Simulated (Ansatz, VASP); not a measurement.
Given: the input of a run of Ansatz 0.2.0 on CoO.

The input input.yaml:

```yaml
crystal:
  lattice:
    - [-1.50800044, 1.50800044, 2.10725036]
    - [1.50800044, -1.50800044, 2.10725036]
    - [1.50800044, 1.50800044, -2.10725036]
  atoms:
    - { symbol: Co, position: [0.0, 0.0, 0.0], spin: 2.5 }
    - { symbol: O, position: [0.5, 0.5, 0.0] }
hamiltonian:
  xc: pbe
  pseudopotentials: { kind: paw }
magnetization:
  spin_polarized: true
  initial_magnetization: 2.5
  spin_locking: { lock_magnetization: hard }
kpoints:
  mp_grid: { grid: [10, 10, 10] }
scf:
  occupations: { method: fermi_dirac, width: 0.05 }
  lower_state_search: "off"
output:
  forces: true
  stress: true
  eigenvalues: true
```

Potentials or basis: Ansatz PAW.

Launch:

```console
$ ansatz run input.yaml --threads 2 --pin off --max-ram 5632MiB --backend cpu --events-out ev --progress --plain --runs-dir out
```

**Question.** Translate it to VASP 6.6.1. Potentials there: VASP PAW PBE potentials, release 64 (Co_sv, O_h).

**Answer.** As run (the cutoff follows the program's own potentials):

The input INCAR:

```
ALGO     = Normal         # electronic algorithm
EDIFF    = 1E-6           # SCF threshold, eV
ENCUT    = 1340           # plane-wave cutoff, eV
GGA      = PE             # functional
GGA_COMPAT= False        
ISIF     = 2              # what is computed and relaxed
ISMEAR   = -1             # smearing method
ISPIN    = 2              # spin polarisation
LASPH    = True           # aspherical terms in the spheres
LCHARG   = False          # write CHGCAR
LMAXMIX  = 4              # l up to which the mixer works
LORBIT   = 11             # projections on sites
LREAL    = False          # projectors in reciprocal space
LWAVE    = False          # write WAVECAR
MAGMOM   = 2.5 0          # initial moments
NBANDS   = 22             # bands
NELM     = 200            # most SCF steps
NUPDOWN  = 2.5            # fixed moment
PREC     = Accurate       # precision mode
SIGMA    = 0.05           # smearing width, eV
```

The input KPOINTS:

```
k-points
0
Gamma
  10 10 10
```

File POSCAR:

```
CoO
1.0
   -1.5080004400      1.5080004400      2.1072503600
    1.5080004400     -1.5080004400      2.1072503600
    1.5080004400      1.5080004400     -2.1072503600
Co O
1 1
Direct
    0.0000000000      0.0000000000      0.0000000000
    0.5000000000      0.5000000000      0.0000000000
```

Potentials or basis: VASP PAW PBE potentials, release 64 (Co_sv, O_h).

Command:

```console
$ cat potpaw_PBE.64/Co_sv/POTCAR potpaw_PBE.64/O_h/POTCAR > POTCAR
$ mpirun -np 1 vasp_std > vasp.out
```

Both were run:

|  | VASP | Ansatz | Ansatz less VASP |
| --- | --- | --- | --- |
| pressure (GPa) | -4.4 | -3.7 | +0.71 |
| traceless stress, the component that is largest in VASP (GPa) | 0.05 | 0.06 | +0.011 |
| net moment per atom (μB) | 1.25 | 1.25 | 0.000 |
| size of the moment on the site where the two differ most (μB) | 0.14 | 0.20 | +0.051 |

Site moments also hang on the region over which each program counts them. With one functional, cell and mesh, what is left measures potentials, basis and numerics.
